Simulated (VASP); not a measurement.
# BN: single point with r2SCAN

The system is BN.

```
CELL_PARAMETERS angstrom
2.65610 0.00000 0.00000
-1.32805 2.30025 0.00000
0.00000 0.00000 4.22685
ATOMIC_POSITIONS crystal
B 0.66667 0.33333 0.99972
B 0.33333 0.66667 0.49972
N 0.66667 0.33333 0.62528
N 0.33333 0.66667 0.12528
```

This cell differs from its parent crystal: strain +0.040 along x and y, +0.000 along z.

- Program: VASP 6.6.1
- Task: single point
- Functional: r2SCAN
- Potentials or basis: VASP PAW PBE potentials, release 64 (B, N)
- Cutoff: 520 eV
- k mesh: 12 × 12 × 6
- Occupations: gaussian, width 0.05 eV
- Spin: no spin polarisation
- Dipole correction: no
- Further INCAR settings: ALGO = Normal; EDIFF = 1e-06; NBANDS = 16

```yaml
Pressure: -28.6 GPa
Largest_force: 0.030 eV/Å
Band_gap_on_the_k_mesh: 5.93 eV, indirect (least direct gap 8.17 eV)
```

Forces on the atoms (eV/Å):
```
B    0.000  0.000 -0.030
B    0.000  0.000 -0.030
N    0.000  0.000  0.030
N    0.000  0.000  0.030
```

Stress tensor (GPa, compression positive):
```
-38.90   0.00   0.00
  0.00 -38.90   0.00
  0.00   0.00  -7.92
```

Levels at points of the mesh, in eV from the valence-band top:
| k point | band 4 | band 5 | band 6 | band 7 | band 8 | band 9 | band 10 | band 11 | band 12 | band 13 |
| --- | --- | --- | --- | --- | --- | --- | --- | --- | --- | --- |
| (0.00, 0.00, 0.00) | -2.30 | -2.30 | -0.19 | 0.00 | 0.00 | 8.34 | 8.34 | 8.35 | 9.71 | 9.99 |
| (0.50, 0.00, 0.00) | -7.32 | -6.77 | -4.95 | -4.20 | -1.85 | 6.55 | 8.50 | 10.61 | 11.17 | 13.86 |
| (0.00, 0.00, 0.50) | -5.30 | -1.28 | -1.28 | -1.28 | -1.28 | 8.78 | 8.78 | 9.95 | 9.95 | 9.95 |
| (0.50, 0.00, 0.50) | -9.68 | -3.65 | -3.65 | -3.27 | -3.27 | 6.87 | 6.87 | 10.35 | 10.35 | 14.35 |

It took 110 s on 1 thread of Intel Xeon 8259CL, with other jobs on the host, peak memory 0.15 GiB.

Caveat: the cell differs from its parent crystal (strain +0.040 along x and y, +0.000 along z); the PAW data sets were made with another functional, which shifts forces and pressure a little. A k mesh can miss the band edges.
